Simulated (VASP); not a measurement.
# In (P6_3/mmc) in VASP: a series of runs

Runs on In. Level: PBE. Tasks: single point, relaxation of cell and atoms.

Program: VASP 6.6.1. These are calculated values, not measurements. Logs are shortened: lines on timing, memory, paths and dates and some standing lists are left out, and cuts for length are marked.

### Step 1. The cell of the first run

It takes space group P6_3/mmc (No. 194, hexagonal). The conventional cell has a = 2.840 Å, b = 2.840 Å, c = 4.752 Å, α = 90.00°, β = 90.00°, γ = 120.00°. Within 3.7 Å of In (site symmetry -6m2) lie 12 In at 2.84 to 2.89 Å.

### Step 2. Single point, PBE

Input file INCAR:

```
  ALGO = Normal
  EDIFF = 1E-6
  ENCUT = 520
  GGA = PE
  ISIF = 2
  ISMEAR = -1
  LASPH = T
  LCHARG = T
  LELF = T
  LREAL = F
  LVHAR = T
  LWAVE = F
  NBANDS = 20
  NELM = 100
  PREC = Accurate
  SIGMA = 0.05
```

Input file KPOINTS:

```
k-points
0
Gamma
  15 15 8
```

Input file POSCAR:

```
In
1.0
    2.8399859767      0.0000000000      0.0000000000
   -1.4199929884      2.4595000022      0.0000000000
    0.0000000000      0.0000000000      4.7522731024
In
2
Direct
    0.3333333333      0.6666666667      0.2500000000
    0.6666666667      0.3333333333      0.7500000000
```

Potentials or basis: VASP PAW PBE potentials, release 64 (In_d).

Command:

```console
$ cat potpaw_PBE.64/In_d/POTCAR > POTCAR
$ mpirun -np 1 vasp_std > vasp.out
```

OUTCAR:

```text
EDIFF = 1E-6
   ENCUT = 520
   GGA = PE
   ISIF = 2
   ISMEAR = -1
   LASPH = T
   LREAL = F
   NELM = 100
   PREC = Accurate

 ion  position               nearest neighbor table
   1  0.333  0.667  0.250-   2 2.89   2 2.89   2 2.89   2 2.89   2 2.89   2 2.89
   2  0.667  0.333  0.750-   1 2.89   1 2.89   1 2.89   1 2.89   1 2.89   1 2.89

  LATTYP: Found a hexagonal cell.
 ALAT       =     2.8399859767
 C/A-ratio  =     1.6733438620

  Lattice vectors:

 A1 = (   2.8399859767,   0.0000000000,   0.0000000000)
 A2 = (  -1.4199929884,   2.4595000022,   0.0000000000)
 A3 = (   0.0000000000,   0.0000000000,   4.7522731024)

Analysis of symmetry for initial positions (statically):
=====================================================================
 Subroutine PRICEL returns:
 Original cell was already a primitive cell.

 Routine SETGRP: Setting up the symmetry group for a
 hexagonal supercell.

 Subroutine GETGRP returns: Found 24 space group operations
 (whereof 12 operations were pure point group operations)
 out of a pool of 24 trial point group operations.

The static configuration has the point symmetry D_3d.
 The point group associated with its full space group is D_6h.

Analysis of symmetry for dynamics (positions and initial velocities):
=====================================================================
 Subroutine PRICEL returns:
 Original cell was already a primitive cell.

 Routine SETGRP: Setting up the symmetry group for a
 hexagonal supercell.

 Subroutine GETGRP returns: Found 24 space group operations
 (whereof 12 operations were pure point group operations)
 out of a pool of 24 trial point group operations.

The dynamic configuration has the point symmetry D_3d.
 The point group associated with its full space group is D_6h.

 Subroutine INISYM returns: Found 24 space group operations
 (whereof 12 operations are pure point group operations),
 and found     1 'primitive' translations

----------------------------------------------------------------------------------------

                                     Primitive cell

  volume of cell :      33.1944

  direct lattice vectors                    reciprocal lattice vectors
     2.839985977  0.000000000  0.000000000     0.352114415  0.203293352  0.000000000
    -1.419992988  2.459500002  0.000000000     0.000000000  0.406586704  0.000000000
     0.000000000  0.000000000  4.752273102     0.000000000  0.000000000  0.210425617

[... 74 lines left out ...]
   PREC   = accura    normal or accurate (medium, high low for compatibility)
   ISTART =      0    job   : 0-new  1-cont  2-samecut
   ICHARG =      2    charge: 1-file 2-atom 10-const
   ISPIN  =      1    spin polarized calculation?
   LNONCOLLINEAR =      F non collinear calculations
   LSORBIT =      F    spin-orbit coupling
   LASPH  =      T    aspherical Exc in radial PAW
   ENCUT  =  520.0 eV  38.22 Ry    6.18 a.u.   5.28  5.28  8.84*2*pi/ulx,y,z
   NELM   =    100;   NELMIN=  2; NELMDL= -5     # of ELM steps
   EDIFF  = 0.1E-05   stopping-criterion for ELM
   LREAL  =      F    real-space projection
   EDIFFG = 0.1E-04   stopping-criterion for IOM
   NSW    =      0    number of steps for IOM
   IBRION =     -1    ionic relax: 0-MD 1-quasi-New 2-CG
   NFREE  =      0    steps in history (QN), initial steepest desc. (CG)
   ISIF   =      2    stress and relaxation
   ISYM   =      2    0-nonsym 1-usesym 2-fastsym
   POTIM  = 0.5000    time-step for ionic-motion
   TEBEG  =    0.0;   TEEND  =   0.0 temperature during run
   PSTRESS=    0.0 pullay stress
   NELECT =      26.0000    total number of electrons
   NUPDOWN=      -1.0000    fix difference up-down
   EMIN   =  10.00;   EMAX   =-10.00  energy-range for DOS
   EFERMI =   0.00;   METHOD = LEGACY
   ISMEAR =    -1;   SIGMA  =   0.05  broadening in eV -4-tet -1-fermi 0-gaus
   EFERMI_NEDOS =   21; number of points for ismear=-14 and -15
   IALGO  =     38    algorithm
   IMIX   =      4    mixing-type and parameters
     AMIX     =   0.40;   BMIX     =  1.00
     AMIX_MAG =   1.60;   BMIX_MAG =  1.00
  volume/ion in A,a.u.               =      16.60       112.00
  Fermi-wavevector in a.u.,A,eV,Ry     =   1.509076  2.851740 30.984693  2.277311
  Thomas-Fermi vector in A             =   2.619446
   LORBIT       =      0    0 simple, 1 ext, 2 COOP (PROOUT), +10 PAW based schemes
   GGA     = PE    functional components
   LHFCALC =     F    Hartree Fock is set to
   AEXX    =    0.0000 exact exchange contribution
   IVDW    =     0    specifies the selected vdW correction
   LEPSILON=     F    determine dielectric tensor
   LRPA    =     F    only Hartree local field effects (RPA)
 non-spin polarized calculation
  energy-cutoff  :      520.00
  volume of cell :       33.19
 maximum number of plane-waves:       911
 NGX is ok and might be reduce to    24
   NGX = 11   NGY = 11   NGZ = 17

 number of electron      26.0000007 magnetization

 Free energy of the ion-electron system (eV)
  ---------------------------------------------------
  ext. energy  EPLUGINS =         0.00000000
  ---------------------------------------------------
  free energy    TOTEN  =        -2.38573357 eV

  energy without entropy =       -2.37915194  energy(sigma->0) =       -2.38244276

 E-fermi :  14.4179     XC(G=0): -12.6189

 val. band max:       14.4043480914   @ k =   0.3333   0.0667   0.1250
 cond. band min:      14.4399833283   @ k =   0.2667   0.2000   0.3750
 fundamental gap:      0.0356352369
 Fermi energy:        14.4178766867

 k-point     1 :       0.0000    0.0000    0.0000
  band No.  band energies     occupation
      1      -2.0205      2.00000
      2      -1.5981      2.00000
      3      -1.4803      2.00000
      4      -1.4803      2.00000
      5      -1.3817      2.00000
      6      -1.3817      2.00000
[... 541 lines left out ...]
     19      22.0818      0.00000
     20      30.3785      0.00000

 [... further k-points ...]
[... 5 lines left out ...]
  --------------------------------------------------------------------------------------
  -------------------------------------------------------------------------------------
  Total       13.6974941     13.6974941     13.6939218     -0.0000000     -0.0000000      0.0000000
  in kB      661.1306475    661.1306475    660.9582249     -0.0000000     -0.0000000      0.0000000
  external PRESSURE =     661.0731733 kB  Pullay stress =       0.0000000 kB

 VOLUME and BASIS-vectors are now :
 -----------------------------------------------------------------------------
  energy-cutoff  :      520.00
  volume of cell :       33.19
      direct lattice vectors                 reciprocal lattice vectors
     2.839985977  0.000000000  0.000000000     0.352114415  0.203293352  0.000000000
    -1.419992988  2.459500002  0.000000000     0.000000000  0.406586704  0.000000000
     0.000000000  0.000000000  4.752273102     0.000000000  0.000000000  0.210425617

 POSITION                                       TOTAL-FORCE (eV/Angst)
 -----------------------------------------------------------------------------------
     -0.00000      1.63967      1.18807         0.000000      0.000000      0.000000
      1.41999      0.81983      3.56420        -0.000000      0.000000      0.000000
 -----------------------------------------------------------------------------------
    total drift:                                0.000000     -0.000000      0.000000

  FREE ENERGIE OF THE ION-ELECTRON SYSTEM (eV)
  ---------------------------------------------------
  free  energy   TOTEN  =        -2.3857335734 eV

  energy  without entropy=       -2.3791519417  energy(sigma->0) =       -2.38244276
```

Wall time 27 s (1 thread of Intel Xeon 6975P-C (Granite Rapids), shared host); peak memory 0.2 GiB.

Results:

- Free energy: -2.3857 eV
- Pressure: 66.1 GPa
- Band gap on the k mesh: zero (band 13 reaches 19.29 eV, above the bottom of band 14 at 11.17 eV)

Caveat: spin-orbit coupling is left out, which moves the levels of the heavy elements.

### Step 3. Relaxation of cell and atoms, PBE, target pressure 66 GPa, at which the enthalpy is minimised

Input file INCAR:

```
SYSTEM = In
ALGO     = Normal         ! electronic algorithm
EDIFF    = 1E-6           ! SCF threshold, eV
EDIFFG   = -0.005         ! ionic threshold
ENCUT    = 600            ! plane-wave cutoff, eV
GGA      = PE             ! functional
IBRION   = 2              ! ionic algorithm
ISIF     = 3              ! what is computed and relaxed
ISMEAR   = -1             ! smearing method
LASPH    = .True.         ! aspherical terms in the spheres
LCHARG   = .False.        ! write CHGCAR
LREAL    = .False.        ! projectors in reciprocal space
LWAVE    = .False.        ! write WAVECAR
NELM     = 100            ! most SCF steps
NSW      = 32             ! ionic steps
PREC     = Accurate       ! precision mode
PSTRESS  = 660.0        
SIGMA    = 0.05           ! smearing width, eV
```

Input file KPOINTS:

```
k-points
0
Gamma
  15 15 8
  0 0 0
```

POSCAR is that of step 2.

Potentials or basis: VASP PAW PBE potentials, release 64 (In_d).

Command:

```console
$ cat potpaw_PBE.64/In_d/POTCAR > POTCAR
$ mpirun -np 1 vasp_std > vasp.out
```

Wall time 2.1 min (1 thread of Intel Xeon Platinum 8259CL at 2.50GHz (Skylake/Cascade Lake), shared host); peak memory 0.22 GiB.

Results (log left out):

| Quantity | Value |
| --- | --- |
| Free energy | -2.3939 eV |
| Relaxed volume | 16.61 Å³/atom |
| Relaxed cell | a = 2.841 Å, b = 2.841 Å, c = 4.753 Å, α = 90.00°, β = 90.00°, γ = 120.00° |
| Space group after relaxing (to 0.05 Å) | P6_3/mmc (No. 194) |
| Energy change on relaxing (the enthalpy is what falls) | -3.9 meV/atom |
| Ionic steps | 3 |
| Pressure after relaxing | 66.0 GPa |
| Band gap on the k mesh | zero (band 13 reaches 19.28 eV, above the bottom of band 14 at 11.15 eV) |

The path:
```
step  energy change (eV)  largest force (eV/Å)  pressure (GPa)  volume (Å³)
   1              0.0000                0.0000           66.18        33.19
   2             -0.0371                0.0000           65.36        33.28
   3             -0.0079                0.0000           66.04        33.21
```

Final structure:
```xyz
2
Lattice="2.8405 0.0000 0.0000 -1.4203 2.4600 0.0000 0.0000 0.0000 4.7531" Properties=species:S:1:pos:R:3 pbc="T T T"
In    0.0000    1.6400    1.1883
In    1.4203    0.8200    3.5648
```

Levels at points of the mesh, in eV from the Fermi level:
| k point | band 9 | band 10 | band 11 | band 12 | band 13 | band 14 | band 15 | band 16 | band 17 |
| --- | --- | --- | --- | --- | --- | --- | --- | --- | --- |
| (0.00, 0.00, 0.00) | -15.01 | -15.01 | -13.78 | -6.27 | -5.05 | 11.45 | 12.12 | 12.12 | 12.36 |
| (0.00, 0.00, 0.50) | -15.20 | -15.20 | -11.77 | -11.77 | 3.70 | 3.70 | 11.75 | 11.75 | 13.37 |

Caveat: the cell is relaxed towards a set pressure, so the enthalpy falls and the energy may rise; spin-orbit coupling is left out, which moves the levels of the heavy elements.

### Step 4. Relaxation of cell and atoms, PBE, target pressure 66 GPa, at which the enthalpy is minimised

This run uses another cell than the first one, of 16.67 Å³/atom, 1.004 times its volume.

Input file INCAR:

```
  ALGO = Normal
  EDIFF = 1E-7
  EDIFFG = -0.005
  ENCUT = 600
  GGA = PE
  IBRION = 2
  ISIF = 3
  ISMEAR = -1
  LASPH = True
  LCHARG = False
  LREAL = False
  LWAVE = False
  NELM = 80
  NSW = 60
  PREC = Accurate
  PSTRESS = 660.0
  SIGMA = 0.05
```

Input file KPOINTS:

```
k-points
0
Gamma
  15 15 8
```

Input file POSCAR:

```
In
1.0
    2.8748392847      0.0000000000      0.0000000000
   -1.4374196424      2.4896838523      0.0000000000
    0.0000000000      0.0000000000      4.6572396412
In
2
Direct
    0.3333333333      0.6666666667      0.2500000000
    0.6666666667      0.3333333333      0.7500000000
```

Command:

```console
$ cat potpaw_PBE.64/In_d/POTCAR > POTCAR
$ mpirun -np 1 vasp_std > vasp.out
```

Wall time 9.6 min (1 thread of Intel Xeon Platinum 8259CL at 2.50GHz (Skylake/Cascade Lake), shared host); peak memory 0.23 GiB.

Results (log left out):

```yaml
Free_energy: -2.3922 eV
Relaxed_volume: 16.60 Å³/atom
Relaxed_cell: a = 2.841 Å, b = 2.841 Å, c = 4.752 Å, α = 90.00°, β = 90.00°, γ = 120.00°
Space_group_after_relaxing_to_0.05_Å: P6_3/mmc (No. 194)
Energy_change_on_relaxing_the_enthalpy_is_what_falls: +19.5 meV/atom
Ionic_steps: 15
Pressure_after_relaxing: 66.0 GPa
Band_gap_on_the_k_mesh: zero (band 13 reaches 19.28 eV, above the bottom of band 14 at 11.16 eV)
```

The path:
| step | energy change (eV) | largest force (eV/Å) | pressure (GPa) | volume (Å³) |
| --- | --- | --- | --- | --- |
| 1 | 0.0000 | 0.0000 | 65.07 | 33.33 |
| 2 | 0.1876 | 0.0000 | 69.28 | 32.87 |
| 3 | 0.1641 | 0.0000 | 68.74 | 32.92 |
| 4 | 0.1673 | 0.0000 | 68.81 | 32.91 |
| 5 | 0.1736 | 0.0000 | 68.97 | 32.89 |
| 6 | 0.1927 | 0.0000 | 69.43 | 32.85 |
| 7 | 0.1800 | 0.0000 | 69.14 | 32.87 |
| 8 | 0.1114 | 0.0000 | 67.65 | 33.04 |
| 9 | 0.0261 | 0.0000 | 65.76 | 33.24 |
| 10 | 0.0383 | 0.0000 | 66.03 | 33.21 |
| 11 | 0.0410 | 0.0000 | 66.09 | 33.20 |
| 12 | 0.0408 | 0.0000 | 66.08 | 33.21 |
| 13 | 0.0399 | 0.0000 | 66.07 | 33.21 |
| 14 | 0.0382 | 0.0000 | 66.04 | 33.21 |
| 15 | 0.0390 | 0.0000 | 66.04 | 33.21 |

Final structure:
```xyz
2
Lattice="2.8407 0.0000 0.0000 -1.4203 2.4601 0.0000 0.0000 0.0000 4.7522" Properties=species:S:1:pos:R:3 pbc="T T T"
In    0.0000    1.6401    1.1880
In    1.4203    0.8200    3.5641
```

Levels at points of the mesh, in eV from the Fermi level:
```csv
k point,band 11,band 12,band 13,band 14,band 15,band 16
"(0.00, 0.00, 0.00)",-13.78,-6.27,-5.05,11.45,12.11,12.11
"(0.00, 0.00, 0.50)",-11.77,-11.77,3.71,3.71,11.75,11.75
```

Caveat: the cell is relaxed towards a set pressure, so the enthalpy falls and the energy may rise; spin-orbit coupling is left out, which moves the levels of the heavy elements.

### Step 5. The runs side by side

| task | cell | cutoff (eV) | gap on the mesh (eV) | pressure (GPa) |
| --- | --- | --- | --- | --- |
| single point | a = 2.840, b = 2.840, c = 4.752 Å, angles 90.0, 90.0, 120.0°, 2 atoms | 520 | none | 66.1 |
| relaxation of cell and atoms | relaxed to 66 GPa from a = 2.840, b = 2.840, c = 4.752 Å, angles 90.0, 90.0, 120.0°, 2 atoms | 600 | none | 66.0 |
| relaxation of cell and atoms | relaxed to 66 GPa from a = 2.875, b = 2.875, c = 4.657 Å, angles 90.0, 90.0, 120.0°, 2 atoms | 600 | none | 66.0 |

Alike in all rows: level PBE; potentials or basis VASP PAW PBE potentials, release 64 (In_d); no spin polarisation; k mesh 15 × 15 × 8; smearing fermi-dirac 0.05 eV.

Caveats: spin-orbit coupling is left out, which moves the levels of the heavy elements; the cell is relaxed towards a set pressure, so the enthalpy falls and the energy may rise (some runs).

Absolute energies hang on the potentials; compare differences alone.
